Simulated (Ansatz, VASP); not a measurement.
Two plane-wave programs on Au

The input INCAR:

```
  PREC = Accurate
  ENCUT = 520
  EDIFF = 1E-6
  ISMEAR = 0
  SIGMA = 0.1
  LREAL = F
  LASPH = T
  NELM = 80
  ALGO = Fast
  ISIF = 2
  LWAVE = F
  LCHARG = F
  GGA = PE
  NBANDS = 18
```

Contents of KPOINTS:

```
Automatic mesh
0
Gamma
  18 18 10
```

File POSCAR:

```
Au
1.0
    1.4113099650     -2.5559330250      0.0000000000
    1.4113099650      2.5559330250      0.0000000000
    0.0000000000      0.0000000000      4.8931696100
Au
2
Direct
    0.6653279700      0.3346720300      0.2500000000
    0.3346720300      0.6653279700      0.7500000000
```

Input for Ansatz:

```yaml
crystal:
  lattice:
    - [1.411309965, -2.555933025, 0.0]
    - [1.411309965, 2.555933025, 0.0]
    - [0.0, 0.0, 4.89316961]
  atoms:
    - { symbol: Au, position: [0.66532797, 0.33467203, 0.25] }
    - { symbol: Au, position: [0.33467203, 0.66532797, 0.75] }
basis:
  ecutwfc: 420
kpoints:
  mp_grid: { grid: [18, 18, 10] }
hamiltonian:
  xc: pbe
scf:
  occupations: { method: gaussian, width: 0.1 }
output:
  forces: true
  stress: true
  eigenvalues: true
```

Alike in both runs: task single point; functional PBE; k mesh 18 × 18 × 10; occupations gaussian, width 0.1 eV; no spin polarisation.

|  | VASP | Ansatz |
| --- | --- | --- |
| version | VASP 6.6.1 | Ansatz 0.2.0 |
| potentials or method | VASP PAW PBE potentials, release 64 (Au), cutoff 520 eV | scalar-relativistic, plane waves, PAW |
| valence electrons in the cell | 22 | 38 |

Ansatz gave:

```
gap on the k mesh at the Fermi level (eV)                     : none
pressure (GPa)                                                : 3.2
traceless stress, the component that is largest in VASP (GPa) : 1.51
rms of the force components (eV/Å)                            : 0.009
```

Q: Which values does VASP return?

A: gap on the k mesh at the Fermi level (eV): none; pressure (GPa): 3.0; traceless stress, the component that is largest in VASP (GPa): 1.49; rms of the force components (eV/Å): 0.009.

Atom by atom the forces differ by 0.000 eV/Å (rms over components). A gap of «none» marks a metal or a gap that the smearing closes. VASP's potentials hold 22 valence electrons a cell and Ansatz's 38, so a difference there can come from the potentials and not from the codes.

Neither program's run includes spin-orbit coupling.
